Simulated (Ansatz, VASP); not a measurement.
## One calculation of Ag, two programs

```
CELL_PARAMETERS angstrom
0.00000 2.07428 2.07428
2.07428 0.00000 2.07428
2.07428 2.07428 0.00000
ATOMIC_POSITIONS crystal
Ag 0.00000 0.00000 0.00000
```

Alike in both runs: functional PBE; k mesh 16 × 16 × 16; occupations fermi-dirac, width 0.05 eV; no spin polarisation.

Ansatz relaxed the structure, and its values are those at the end. VASP's run is a single point on that final structure, the one shown.

|  | VASP | Ansatz |
| --- | --- | --- |
| version | VASP 6.6.1 | Ansatz 0.2.0 |
| potentials or method | VASP PAW PBE potentials, release 64 (Ag), cutoff 500 eV | plane-wave PAW DFT |
| valence electrons in the cell | 11 | 19 |

Ansatz gave:

| Property | Result |
| --- | --- |
| pressure (GPa) | 0.0 |

Task: What did VASP give for the same quantities?

Result: Pressure (GPa): -0.1.

VASP's potentials hold 11 valence electrons a cell and Ansatz's 19, so a difference there can come from the potentials and not from the codes.
